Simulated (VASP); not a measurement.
GeH3, 4 atoms in the cell. The cell holds a molecule in a box, 4 atoms: a = 15.000 Å, b = 15.500 Å, c = 16.000 Å, α = 90.00°, β = 90.00°, γ = 90.00°. 

* Program: VASP 6.6.1
* Task: single point
* Functional: PBE
* Dispersion: D3(BJ)
* Potentials or basis: VASP PAW PBE potentials, release 64 (Ge_d, H)
* Cutoff: 410 eV
* k mesh: 1 × 1 × 1
* Occupations: gaussian, width 0.005 eV
* Spin: collinear spin
* Starting moments: [1.0, 0.0, 0.0, 0.0] μB
* Dipole correction: no
* Further INCAR settings: ALGO = Normal; EDIFF = 1e-06; NBANDS = 20; ISYM = 0; NELMDL = -8

Potentials or basis: VASP PAW PBE potentials, release 64 (Ge_d, H).

Run with:

```console
$ cat potpaw_PBE.64/Ge_d/POTCAR potpaw_PBE.64/H/POTCAR > POTCAR
$ mpirun -np 1 vasp_gam > vasp.out
```

Hardware: 1 thread of Intel(R) Xeon(R) Platinum 8259CL CPU @ 2.50GHz (Skylake/Cascade Lake) (shared host).

Problem. Estimate the wall time of this run.

Solution. Run time: 9.1 min on 1 thread of Intel(R) Xeon(R) Platinum 8259CL CPU @ 2.50GHz (Skylake/Cascade Lake), on a shared host, peak memory 2.5 GiB. Counts: scf iterations 30, k points 1.
